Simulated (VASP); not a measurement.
Al3Ru2, 10 atoms in the cell. The structure is tetragonal, space group I4/mmm (No. 139). The conventional cell has a = 2.981 Å, b = 2.981 Å, c = 14.688 Å, α = 90.00°, β = 90.00°, γ = 90.00°. Within 3.4 Å of Al (site symmetry 4/mmm) lie 8 Ru at 2.60 Å and 6 Al at 2.82 to 2.98 Å. Al (site symmetry 4mm) has 5 Ru at 2.48 to 3.00 Å and 9 Al at 2.71 to 2.98 Å within 3.3 Å. Ru (site symmetry 4mm) has 9 Al at 2.48 to 3.00 Å and 5 Ru at 2.98 to 3.05 Å within 3.3 Å.  This cell differs from its parent crystal: biaxial strain in the a-b plane: -3.0 %, then relaxed in part.

| Quantity | Value |
| --- | --- |
| Program | VASP 6.6.1 |
| Task | single point |
| Functional | PBEsol |
| Potentials or basis | VASP PAW PBE potentials, release 64 (Al, Ru_pv) |
| Cutoff | 520 eV |
| k mesh | 12 × 12 × 4 |
| Occupations | gaussian, width 0.1 eV |
| Spin | no spin polarisation |
| Dipole correction | no |
| Further INCAR settings | ALGO = Fast; EDIFF = 1e-06; NBANDS = 48 |

Potentials or basis: VASP PAW PBE potentials, release 64 (Al, Ru_pv).

The run is started by

```bash
$ cat potpaw_PBE.64/Al/POTCAR potpaw_PBE.64/Ru_pv/POTCAR > POTCAR
$ mpirun -np 1 vasp_std > vasp.out
```

Hardware: 1 thread of Intel(R) Xeon(R) 6975P-C (Granite Rapids) (shared host).

**Question.** Estimate the wall time of this run.

**Answer.** Run time: 4.6 min on 1 thread of Intel(R) Xeon(R) 6975P-C (Granite Rapids), with other jobs on the host, peak memory 0.5 GiB. Counts: scf iterations 17, k points 84.
